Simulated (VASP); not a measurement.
# CdS in VASP: notebook

CdS is run at these levels: HSE06, PBE+D3(BJ), BLYP, PBE; tasks: single point.

All numbers are computed with VASP 6.6.1; they aren't measurements. Logs are shortened: lines on timing, memory, paths and dates and some standing lists are left out, and cuts for length are marked.

## Step 1: The cell of the first run

It takes space group F-43m (No. 216, cubic). Conventional cell: a = 5.833 Å, b = 5.833 Å, c = 5.833 Å, α = 90.00°, β = 90.00°, γ = 90.00°. Cd (site symmetry -43m) has 4 S at 2.53 Å within 3.3 Å. Within 3.3 Å of S (site symmetry -43m) lie 4 Cd at 2.53 Å.

## Step 2: Single point, HSE06

The input, POSCAR:

```
CdS
1.0
    0.0000000000      2.9165000000      2.9165000000
    2.9165000000      0.0000000000      2.9165000000
    2.9165000000      2.9165000000      0.0000000000
Cd S
1 1
Direct
    0.0000000000      0.0000000000      0.0000000000
    0.7500000000      0.7500000000      0.7500000000
```

The input, INCAR.step1:

```
SYSTEM = CdS
  PREC = Accurate
  ENCUT = 520
  EDIFF = 1E-5
  ISMEAR = -1
  SIGMA = 0.05
  LREAL = .FALSE.
  LASPH = .TRUE.
  NELM = 80
  ALGO = Normal
  ISIF = 2
  LWAVE = .TRUE.
  LCHARG = .FALSE.
  NBANDS = 16
  GGA = PE
```

The input, INCAR.step2:

```
SYSTEM = CdS
  PREC = Accurate
  ENCUT = 520
  EDIFF = 1E-6
  ISMEAR = -1
  SIGMA = 0.05
  LREAL = .FALSE.
  LASPH = .TRUE.
  NELM = 80
  ALGO = Normal
  ISIF = 2
  LWAVE = .FALSE.
  LCHARG = .FALSE.
  GGA = PE
  LHFCALC = .TRUE.
  HFSCREEN = 0.2079
  PRECFOCK = Normal
  NBANDS = 16
  ISTART = 1
```

The input, KPOINTS:

```
regular mesh
0
G
  6 6 6
  0 0 0
```

Potentials or basis: VASP PAW PBE potentials, release 64 (Cd, S).

Run with:

```
cat potpaw_PBE.64/Cd/POTCAR potpaw_PBE.64/S/POTCAR > POTCAR
cp INCAR.step1 INCAR
mpirun -np 1 vasp_std > vasp.out
cp INCAR.step2 INCAR
mpirun -np 1 vasp_std > vasp.out
```

OUTCAR:

```text
SYSTEM = CdS
   PREC = Accurate
   ENCUT = 520
   EDIFF = 1E-6
   ISMEAR = -1
   LREAL = .FALSE.
   LASPH = .TRUE.
   NELM = 80
   ISIF = 2
   GGA = PE
   LHFCALC = .TRUE.
   HFSCREEN = 0.2079
   PRECFOCK = Normal
   ISTART = 1

 ion  position               nearest neighbor table
   1  0.000  0.000  0.000-   2 2.53   2 2.53   2 2.53   2 2.53
   2  0.750  0.750  0.750-   1 2.53   1 2.53   1 2.53   1 2.53

  LATTYP: Found a face centered cubic cell.
 ALAT       =     5.8330000000

  Lattice vectors:

 A1 = (   0.0000000000,   2.9165000000,   2.9165000000)
 A2 = (   2.9165000000,   0.0000000000,   2.9165000000)
 A3 = (   2.9165000000,   2.9165000000,   0.0000000000)

Analysis of symmetry for initial positions (statically):
=====================================================================
 Subroutine PRICEL returns:
 Original cell was already a primitive cell.

 Routine SETGRP: Setting up the symmetry group for a
 face centered cubic supercell.

 Subroutine GETGRP returns: Found 24 space group operations
 (whereof 24 operations were pure point group operations)
 out of a pool of 48 trial point group operations.

The static configuration has the point symmetry T_d .

Analysis of symmetry for dynamics (positions and initial velocities):
=====================================================================
 Subroutine PRICEL returns:
 Original cell was already a primitive cell.

 Routine SETGRP: Setting up the symmetry group for a
 face centered cubic supercell.

 Subroutine GETGRP returns: Found 24 space group operations
 (whereof 24 operations were pure point group operations)
 out of a pool of 48 trial point group operations.

The dynamic configuration has the point symmetry T_d .

 Subroutine INISYM returns: Found 24 space group operations
 (whereof 24 operations are pure point group operations),
 and found     1 'primitive' translations

----------------------------------------------------------------------------------------

                                     Primitive cell

  volume of cell :      49.6153

  direct lattice vectors                    reciprocal lattice vectors
     0.000000000  2.916500000  2.916500000    -0.171438368  0.171438368  0.171438368
     2.916500000  0.000000000  2.916500000     0.171438368 -0.171438368  0.171438368
     2.916500000  2.916500000  0.000000000     0.171438368  0.171438368 -0.171438368

  length of vectors
     4.124553855  4.124553855  4.124553855     0.296939964  0.296939964  0.296939964

  position of ions in fractional coordinates (direct lattice)
     0.000000000  0.000000000  0.000000000
     0.750000000  0.750000000  0.750000000

  ion indices of the primitive-cell ions
   primitive index   ion index
                 1           1
                 2           2

----------------------------------------------------------------------------------------

 KPOINTS: regular mesh

Automatic generation of k-mesh.
 Grid dimensions read from file:
 generate k-points for:    6    6    6

 Generating k-lattice:

  Cartesian coordinates                     Fractional coordinates (reciprocal lattice)
    -0.028573061  0.028573061  0.028573061     0.166666667  0.000000000  0.000000000
     0.028573061 -0.028573061  0.028573061     0.000000000  0.166666667  0.000000000
     0.028573061  0.028573061 -0.028573061     0.000000000  0.000000000  0.166666667

  Length of vectors
     0.049489994  0.049489994  0.049489994

  Shift w.r.t. Gamma in fractional coordinates (k-lattice)
     0.000000000  0.000000000  0.000000000

 Subroutine IBZKPT returns following result:
 ===========================================

 Found     16 irreducible k-points:

 Following reciprocal coordinates:
            Coordinates               Weight
  0.000000  0.000000  0.000000      1.000000
  0.166667  0.000000  0.000000      8.000000
  0.333333  0.000000  0.000000      8.000000
  0.500000  0.000000  0.000000      4.000000
  0.166667  0.166667  0.000000      6.000000
  0.333333  0.166667  0.000000     24.000000
[... 8 lines left out ...]
 -0.333333  0.333333  0.166667     24.000000
 -0.333333  0.500000  0.166667     12.000000
   k-points           NKPTS =     16   k-points in BZ     NKDIM =    216   number of bands    NBANDS=     16
   number of dos      NEDOS =    301   number of ions     NIONS =      2
   total plane-waves  NPLWV =  32768
   dimension x,y,z NGX =    32 NGY =   32 NGZ =   32
   dimension x,y,z NGXF=    64 NGYF=   64 NGZF=   64
   ions per type =               1   1
   NGX,Y,Z   is equivalent  to a cutoff of  12.90, 12.90, 12.90 a.u.
   NGXF,Y,Z  is equivalent  to a cutoff of  25.80, 25.80, 25.80 a.u.
 SYSTEM =  CdS
   PREC   = accura    normal or accurate (medium, high low for compatibility)
   ISTART =      1    job   : 0-new  1-cont  2-samecut
   ICHARG =      0    charge: 1-file 2-atom 10-const
   ISPIN  =      1    spin polarized calculation?
   LNONCOLLINEAR =      F non collinear calculations
   LSORBIT =      F    spin-orbit coupling
   LASPH  =      T    aspherical Exc in radial PAW
   ENCUT  =  520.0 eV  38.22 Ry    6.18 a.u.   7.67  7.67  7.67*2*pi/ulx,y,z
   NELM   =     80;   NELMIN=  2; NELMDL=  0     # of ELM steps
   EDIFF  = 0.1E-05   stopping-criterion for ELM
   LREAL  =      F    real-space projection
   EDIFFG = 0.1E-04   stopping-criterion for IOM
   NSW    =      0    number of steps for IOM
   IBRION =     -1    ionic relax: 0-MD 1-quasi-New 2-CG
   NFREE  =      0    steps in history (QN), initial steepest desc. (CG)
   ISIF   =      2    stress and relaxation
   ISYM   =      3    0-nonsym 1-usesym 2-fastsym
   POTIM  = 0.5000    time-step for ionic-motion
   TEBEG  =    0.0;   TEEND  =   0.0 temperature during run
   PSTRESS=    0.0 pullay stress
   NELECT =      18.0000    total number of electrons
   NUPDOWN=      -1.0000    fix difference up-down
   EMIN   =  10.00;   EMAX   =-10.00  energy-range for DOS
   EFERMI =   0.00;   METHOD = LEGACY
   ISMEAR =    -1;   SIGMA  =   0.05  broadening in eV -4-tet -1-fermi 0-gaus
   EFERMI_NEDOS =   21; number of points for ismear=-14 and -15
   IALGO  =     38    algorithm
   IMIX   =      1    mixing-type and parameters
     AMIX     =   0.40;   BMIX     =  1.00
     AMIX_MAG =   1.60;   BMIX_MAG =  1.00
  volume/ion in A,a.u.               =      24.81       167.41
  Fermi-wavevector in a.u.,A,eV,Ry     =   1.167599  2.206442 18.548649  1.363287
  Thomas-Fermi vector in A             =   2.304097
   LORBIT       =      0    0 simple, 1 ext, 2 COOP (PROOUT), +10 PAW based schemes
   GGA     = PE    functional components
   LHFCALC =     T    Hartree Fock is set to
   PRECFOCK=normal    Normal, Fast or Accurate (Low or Medium for compatibility)
   ENCUT4O =  -1.0   cutoff for four orbital integrals eV
   NKREDX  =     1    reduce k-point grid by
   NKREDY  =     1    reduce k-point grid by
   NKREDZ  =     1    reduce k-point grid by
   AEXX    =    0.2500 exact exchange contribution
   HFSCREEN=    0.2079 screening length (either q_TF or 0.3 A-1)
   HFSCREENC=   0.2079 screening length for correlation (either q_TF or 0.3 A-1)
   ENCUTFOCK=  -1.0 apply spherical cutoff to Coloumb kernel
   IVDW    =     0    specifies the selected vdW correction
   LEPSILON=     F    determine dielectric tensor
   LRPA    =     F    only Hartree local field effects (RPA)
 non-spin polarized calculation
  energy-cutoff  :      520.00
  volume of cell :       49.62
 maximum number of plane-waves:      1363
 NGX is ok and might be reduce to    32
  NGX = 24; NGY = 24; NGZ = 24

 number of electron      18.0000004 magnetization

 Free energy of the ion-electron system (eV)
  ---------------------------------------------------
  ext. energy  EPLUGINS =         0.00000000
  ---------------------------------------------------
  free energy    TOTEN  =        -7.61092372 eV

  energy without entropy =       -7.61092372  energy(sigma->0) =       -7.61092372

 E-fermi :   1.7200     XC(G=0):  -7.5928

 val. band max:        0.6639385162   @ k =   0.0000   0.0000   0.0000
 cond. band min:       2.8328430953   @ k =   0.0000   0.0000   0.0000
 fundamental gap:      2.1689045791
 Fermi energy:         1.7199586222

 k-point     1 :       0.0000    0.0000    0.0000
  band No.  band energies     occupation
      1     -12.8981      2.00000
      2      -8.1883      2.00000
      3      -8.1883      2.00000
      4      -8.1883      2.00000
      5      -7.7040      2.00000
      6      -7.7040      2.00000
[... 8 lines left out ...]
     15      13.4588      0.00000
     16      13.4588      0.00000

 k-point     2 :       0.1667    0.0000    0.0000
  band No.  band energies     occupation
      1     -12.7837      2.00000
      2      -8.1506      2.00000
      3      -8.1506      2.00000
      4      -8.0740      2.00000
      5      -7.7049      2.00000
      6      -7.7049      2.00000
[... 8 lines left out ...]
     15      12.5793      0.00000
     16      13.6916      0.00000

 k-point     3 :       0.3333    0.0000    0.0000
  band No.  band energies     occupation
      1     -12.5559      2.00000
      2      -8.0884      2.00000
      3      -8.0884      2.00000
      4      -7.6890      2.00000
      5      -7.6890      2.00000
      6      -7.6731      2.00000
[... 8 lines left out ...]
     15      13.0609      0.00000
     16      13.0609      0.00000

 k-point     4 :       0.5000    0.0000    0.0000
  band No.  band energies     occupation
      1     -12.4442      2.00000
      2      -8.0664      2.00000
      3      -8.0664      2.00000
      4      -7.6696      2.00000
      5      -7.6696      2.00000
      6      -7.2873      2.00000
[... 8 lines left out ...]
     15      14.6452      0.00000
     16      14.6452      0.00000

 k-point     5 :       0.1667    0.1667    0.0000
  band No.  band energies     occupation
      1     -12.7461      2.00000
      2      -8.1118      2.00000
      3      -8.1118      2.00000
      4      -8.0906      2.00000
      5      -7.7270      2.00000
      6      -7.6834      2.00000
[... 8 lines left out ...]
     15      13.6541      0.00000
     16      15.5031      0.00000

 k-point     6 :       0.3333    0.1667    0.0000
  band No.  band energies     occupation
      1     -12.5577      2.00000
      2      -8.0683      2.00000
      3      -8.0384      2.00000
      4      -7.8529      2.00000
      5      -7.6650      2.00000
      6      -7.6645      2.00000
[... 8 lines left out ...]
     15      13.8885      0.00000
     16      14.9056      0.00000
[... 115 lines left out ...]
 k-point    13 :       0.5000    0.5000    0.0000
  band No.  band energies     occupation
      1     -12.3060      2.00000
      2      -7.9490      2.00000
      3      -7.8436      2.00000
      4      -7.8436      2.00000
      5      -7.6210      2.00000
      6      -7.2010      2.00000
[... 8 lines left out ...]
     15      14.4435      0.00000
     16      15.6054      0.00000

 k-point    14 :       0.5000    0.3333    0.1667
  band No.  band energies     occupation
      1     -12.4122      2.00000
      2      -7.9987      2.00000
      3      -7.9865      2.00000
      4      -7.7950      2.00000
      5      -7.6663      2.00000
      6      -7.3657      2.00000
[... 8 lines left out ...]
     15      15.1064      0.00000
     16      15.3926      0.00000

 k-point    15 :      -0.3333    0.3333    0.1667
  band No.  band energies     occupation
      1     -12.3419      2.00000
      2      -7.9914      2.00000
      3      -7.9511      2.00000
      4      -7.7466      2.00000
      5      -7.6865      2.00000
      6      -7.0971      2.00000
[... 8 lines left out ...]
     15      14.4947      0.00000
     16      15.4907      0.00000

 k-point    16 :      -0.3333    0.5000    0.1667
  band No.  band energies     occupation
      1     -12.3075      2.00000
      2      -7.9459      2.00000
      3      -7.9198      2.00000
      4      -7.7851      2.00000
      5      -7.6638      2.00000
      6      -7.0622      2.00000
[... 8 lines left out ...]
     15      15.3512      0.00000
     16      15.3833      0.00000

------------------------ aborting loop because EDIFF is reached ----------------------------------------

  FORCE on cell =-STRESS in cart. coord.  units (eV):
  Direction    XX          YY          ZZ          XY          YZ          ZX
  --------------------------------------------------------------------------------------
  -------------------------------------------------------------------------------------
  Total        0.6249466      0.6249466      0.6249466      0.0000000      0.0000000      0.0000000
  in kB       20.1807618     20.1807618     20.1807618      0.0000000      0.0000000      0.0000000
  external PRESSURE =      20.1807618 kB  Pullay stress =       0.0000000 kB

 VOLUME and BASIS-vectors are now :
 -----------------------------------------------------------------------------
  energy-cutoff  :      520.00
  volume of cell :       49.62
      direct lattice vectors                 reciprocal lattice vectors
     0.000000000  2.916500000  2.916500000    -0.171438368  0.171438368  0.171438368
     2.916500000  0.000000000  2.916500000     0.171438368 -0.171438368  0.171438368
     2.916500000  2.916500000  0.000000000     0.171438368  0.171438368 -0.171438368

 POSITION                                       TOTAL-FORCE (eV/Angst)
 -----------------------------------------------------------------------------------
      0.00000      0.00000      0.00000         0.000000      0.000000      0.000000
      4.37475      4.37475      4.37475        -0.000000     -0.000000     -0.000000
 -----------------------------------------------------------------------------------
    total drift:                               -0.000069     -0.000059     -0.000043

  FREE ENERGIE OF THE ION-ELECTRON SYSTEM (eV)
  ---------------------------------------------------
  free  energy   TOTEN  =        -7.6109237220 eV

  energy  without entropy=       -7.6109237220  energy(sigma->0) =       -7.61092372
```

It took 82 min on 1 thread of Intel Xeon 8259CL, shared host; peak memory 0.3 GiB.

Results:

```yaml
Free_energy: -7.6109 eV
Pressure: 2.0 GPa
Band_gap_on_the_k_mesh: 2.17 eV
```

Caveat: the PAW data sets were made with another functional, which shifts forces and pressure a little.

## Step 3: Single point, PBE+D3(BJ), non-collinear spin, zero start, spin-orbit coupling

This run uses another cell than the first one, of 26.30 Å³/atom.

The input, INCAR:

```
SYSTEM = CdS
ALGO = Normal
EDIFF = 1E-7
ENCUT = 520
GGA = PE
GGA_COMPAT = .FALSE.
ISIF = 2
ISMEAR = -1
IVDW = 12
LASPH = .TRUE.
LCHARG = .TRUE.
LNONCOLLINEAR = .TRUE.
LORBIT = 11
LORBMOM = .TRUE.
LREAL = .FALSE.
LSORBIT = .TRUE.
LVHAR = .TRUE.
LWAVE = .FALSE.
MAGMOM = 0 0 0 0 0 0
NBANDS = 30
NELM = 150
PREC = Accurate
SIGMA = 0.1
```

The input, KPOINTS:

```
k-points
0
G
  8 8 8
  0 0 0
```

The input, POSCAR:

```
CdS
1.0
    0.0000000000      2.9737007966      2.9737007966
    2.9737007966      0.0000000000      2.9737007966
    2.9737007966      2.9737007966      0.0000000000
Cd S
1 1
Direct
    0.0000000000      0.0000000000      0.0000000000
    0.7500000000      0.7500000000      0.7500000000
```

Potentials or basis: VASP PAW PBE potentials, release 64 (Cd, S).

Run with:

```
cat potpaw_PBE.64/Cd/POTCAR potpaw_PBE.64/S/POTCAR > POTCAR
mpirun -np 1 vasp_ncl > vasp.out
```

OUTCAR:

```text
SYSTEM = CdS
   EDIFF = 1E-7
   ENCUT = 520
   GGA = PE
   ISIF = 2
   ISMEAR = -1
   IVDW = 12
   LASPH = .TRUE.
   LNONCOLLINEAR = .TRUE.
   LORBIT = 11
   LREAL = .FALSE.
   LSORBIT = .TRUE.
   NELM = 150
   PREC = Accurate
 IVDW          = 12

 ion  position               nearest neighbor table
   1  0.000  0.000  0.000-   2 2.58   2 2.58   2 2.58   2 2.58
   2  0.750  0.750  0.750-   1 2.58   1 2.58   1 2.58   1 2.58

  LATTYP: Found a face centered cubic cell.
 ALAT       =     5.9474015932

  Lattice vectors:

 A1 = (   0.0000000000,   2.9737007966,   2.9737007966)
 A2 = (   2.9737007966,   0.0000000000,   2.9737007966)
 A3 = (   2.9737007966,   2.9737007966,   0.0000000000)

[... 1087 lines left out ...]
 l=   3
     0.0000000     0.0000000     0.0000000     0.0000000     0.0000000     0.0000000     0.0000000
     0.0000000     0.0000000     0.0000000     0.0000000     0.0000000     0.0000000     0.0000000
     0.0000000     0.0000000     0.0000000     0.0000000     0.0000000     0.0000000     0.0000000
     0.0000000     0.0000000     0.0000000     0.0000000     0.0000000     0.0000000     0.0000000
     0.0000000     0.0000000     0.0000000     0.0000000     0.0000000     0.0000000     0.0000000
     0.0000000     0.0000000     0.0000000     0.0000000     0.0000000     0.0000000     0.0000000
     0.0000000     0.0000000     0.0000000     0.0000000     0.0000000     0.0000000     0.0000000

 total charge

# of ion       s       p       d       tot
------------------------------------------
    1        0.416   0.295   9.564  10.274
    2        1.325   2.377   0.000   3.703
--------------------------------------------------
tot          1.741   2.672   9.564  13.977

 magnetization (x)

# of ion       s       p       d       tot
------------------------------------------
    1       -0.000  -0.000  -0.000  -0.000
    2        0.000   0.000   0.000   0.000
--------------------------------------------------
tot         -0.000  -0.000  -0.000  -0.000

 magnetization (y)

# of ion       s       p       d       tot
------------------------------------------
    1        0.000   0.000   0.000   0.000
    2        0.000   0.000   0.000   0.000
--------------------------------------------------
tot          0.000   0.000   0.000   0.000

 magnetization (z)

# of ion       s       p       d       tot
------------------------------------------
    1       -0.000  -0.000   0.000  -0.000
    2        0.000  -0.000   0.000  -0.000
--------------------------------------------------
tot          0.000  -0.000   0.000  -0.000
```

OSZICAR:

```text
N       E                     dE             d eps       ncg     rms          rms(c)
DAV:   1     0.124428008056E+03    0.12443E+03   -0.86697E+03  2612   0.110E+03
DAV:   2     0.231397643892E+00   -0.12420E+03   -0.11820E+03  2878   0.285E+02
DAV:   3    -0.666269808629E+01   -0.68941E+01   -0.68466E+01  3026   0.677E+01
DAV:   4    -0.672985906658E+01   -0.67161E-01   -0.67132E-01  2970   0.648E+00
DAV:   5    -0.673089723167E+01   -0.10382E-02   -0.10381E-02  3124   0.785E-01    0.730E+00
DAV:   6    -0.618797343892E+01    0.54292E+00   -0.76121E-01  3446   0.120E+01    0.589E+00
DAV:   7    -0.617627173371E+01    0.11702E-01   -0.25637E-01  2976   0.361E+00    0.304E+00
DAV:   8    -0.617649253187E+01   -0.22080E-03   -0.23542E-02  2938   0.196E+00    0.394E-01
DAV:   9    -0.617574077406E+01    0.75176E-03   -0.30275E-03  2940   0.872E-01    0.217E-01
DAV:  10    -0.617590895028E+01   -0.16818E-03   -0.55410E-04  2916   0.171E-01    0.797E-02
DAV:  11    -0.617605212862E+01   -0.14318E-03   -0.23184E-04  3026   0.179E-01    0.474E-02
DAV:  12    -0.617605126050E+01    0.86812E-06   -0.79181E-05  2844   0.101E-01    0.107E-02
DAV:  13    -0.617605193936E+01   -0.67887E-06   -0.69394E-06  2954   0.191E-02    0.433E-03
DAV:  14    -0.617605284716E+01   -0.90779E-06   -0.15333E-06  2862   0.805E-03    0.625E-03
DAV:  15    -0.617605285390E+01   -0.67394E-08   -0.13198E-07  2642   0.451E-03
   1 F= -.67501574E+01 E0= -.67500998E+01  d E =-.115039E-03  mag=    -0.0000     0.0000    -0.0000
```

Run time: 3.7 min. Hardware: 1 thread of Intel Xeon 8259CL, shared host; peak memory 0.37 GiB.

Results:

```
Free energy                                           : -6.7502 eV
Pressure                                              : -2.3 GPa
Net moment                                            : 0.00 μB per cell
Valence electrons inside the program's atomic spheres : Cd 10.27; S 3.70
Dispersion energy per atom                            : -0.287 eV
```

Moments on the atoms (μB; x, y, z):
```
Cd  0.00 0.00 0.00
S   0.00 0.00 0.00
```

(Continued in part 2 of 2.)
